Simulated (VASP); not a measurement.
**B4N3: relaxation of cell and atoms with PBE**

Crystal: B4N3.

```
CELL_PARAMETERS angstrom
4.87509 0.00000 0.00000
-2.43754 4.22195 0.00000
0.00000 0.00000 3.18854
ATOMIC_POSITIONS crystal
B 0.50803 0.01606 0.00000
B 0.98394 0.49197 0.00000
B 0.50803 0.49197 0.00000
B 0.00000 0.00000 0.00000
N 0.16621 0.83379 0.00000
N 0.66758 0.83379 0.00000
N 0.16621 0.33242 0.00000
```

```yaml
Program: VASP 6.6.1
Task: relaxation of cell and atoms
Functional: PBE
Potentials_or_basis: VASP PAW PBE potentials, release 64 (B, N)
Cutoff: 600 eV
k_mesh: 6 × 6 × 10
Occupations: gaussian, width 0.1 eV
Spin: no spin polarisation
Dipole_correction: no
Further_INCAR_settings: ALGO = Normal; EDIFF = 1e-07; IBRION = 2; EDIFFG = -0.01; NSW = 100; ISIF = 3
```

| Item | Value |
| --- | --- |
| Relaxed volume | 9.44 Å³/atom |
| Relaxed cell | a = 4.855 Å, b = 4.855 Å, c = 3.237 Å, α = 90.00°, β = 90.00°, γ = 120.00° |
| Space group after relaxing (to 0.1 Å) | P-6m2 (No. 187) |
| Energy gained by relaxing | 1.3 meV/atom |
| Ionic steps | 9 |
| Pressure after relaxing | 0.0 GPa |
| Largest force after relaxing | 0.006 eV/Å |
| Band gap on the k mesh | zero (an odd number of electrons rules out a gap without spin polarisation) |

Forces in eV/Å, atoms in the order of the input:
```
B    0.000 -0.006  0.000
B    0.005  0.003  0.000
B   -0.005  0.003  0.000
B    0.000  0.000  0.000
N   -0.003  0.002  0.000
N    0.003  0.002  0.000
N    0.000 -0.004  0.000
```

Stress tensor (GPa, compression positive):
```
-0.11  0.00  0.00
 0.00 -0.11  0.00
 0.00  0.00  0.12
```

Step by step:
| step | energy change (eV) | largest force (eV/Å) | pressure (GPa) | volume (Å³) |
| --- | --- | --- | --- | --- |
| 1 | 0.0000 | 0.1215 | -1.11 | 65.63 |
| 2 | -0.0016 | 0.2820 | 2.20 | 65.01 |
| 3 | -0.0043 | 0.1863 | 0.71 | 65.28 |
| 4 | -0.0074 | 0.1043 | 0.38 | 65.31 |
| 5 | -0.0076 | 0.0605 | 0.45 | 65.30 |
| 6 | -0.0079 | 0.1008 | -0.03 | 65.52 |
| 7 | -0.0080 | 0.0497 | 0.12 | 65.45 |
| 8 | -0.0085 | 0.0387 | 0.08 | 65.61 |
| 9 | -0.0094 | 0.0060 | -0.03 | 66.07 |

Final structure:
```
CELL_PARAMETERS angstrom
4.85483 0.00000 0.00000
-2.42742 4.20441 0.00000
0.00000 0.00000 3.23692
ATOMIC_POSITIONS crystal
B 0.50940 0.01879 0.00000
B 0.98121 0.49061 0.00000
B 0.50940 0.49061 0.00000
B 0.00000 0.00000 0.00000
N 0.16621 0.83379 0.00000
N 0.66758 0.83379 0.00000
N 0.16621 0.33242 0.00000
```

Levels at points of the mesh, in eV from the Fermi level:
| k point | band 10 | band 11 | band 12 | band 13 | band 14 | band 15 | band 16 | band 17 |
| --- | --- | --- | --- | --- | --- | --- | --- | --- |
| (0.00, 0.00, 0.00) | -5.42 | -5.42 | -3.10 | -3.10 | 2.54 | 3.04 | 3.04 | 3.38 |
| (0.50, 0.00, 0.00) | -5.69 | -5.07 | -4.78 | -3.26 | -0.17 | 1.79 | 1.92 | 4.43 |
| (0.00, 0.00, 0.50) | -5.34 | -5.34 | -4.50 | -4.50 | -0.50 | 0.78 | 0.78 | 3.16 |
| (0.50, 0.00, 0.50) | -6.89 | -5.64 | -4.83 | -4.49 | -1.64 | 0.90 | 2.11 | 2.85 |

Run time: 2.4 min on 1 thread of Intel(R) Xeon(R) 6975P-C (Granite Rapids), on a shared host, peak memory 0.22 GiB.

Caveat: this functional lacks dispersion, which binds layers or chains, so the pressure and a relaxed spacing across them are unreliable; an odd number of electrons without spin polarisation forces a metal; a magnetic or distorted state may lie lower.
